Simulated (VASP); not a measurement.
Runs of VASP 6.6.1 on Pd. The structure is that of space group Fm-3m (No. 225), or close to it. The cells are those of the table. 

```tsv
task	level	cell	cutoff (eV)	gap on the mesh (eV)	pressure (GPa)	relaxed volume (Å³/atom)
single point	r2SCAN	a = 2.762 Å, angles 60.0°, 1 atom	520	none	(a)	-
relaxation of cell and atoms	PBE	relaxed from a = 2.753 Å, angles 60.0°, 1 atom	600	none	-0.1	15.27
relaxation of cell and atoms	r2SCAN	relaxed from a = 2.787 Å, angles 60.0°, 1 atom	600	none	0.0	14.95
single point	PBE	a = 2.787 Å, angles 60.0°, 1 atom	520	none	-0.3	-
```

Alike in all rows: potentials or basis VASP PAW PBE potentials, release 64 (Pd); no spin polarisation; k mesh 10 × 10 × 10; smearing fermi-dirac 0.02 eV.

Fill in the values left out.

(a) 0.7.

Caveats: the PAW data sets were made with another functional, which shifts forces and pressure a little (some runs).

A k mesh can miss the band edges, and the runs leave out spin-orbit coupling on Pd.

A gap of «none» marks levels without a gap at the run's occupations.
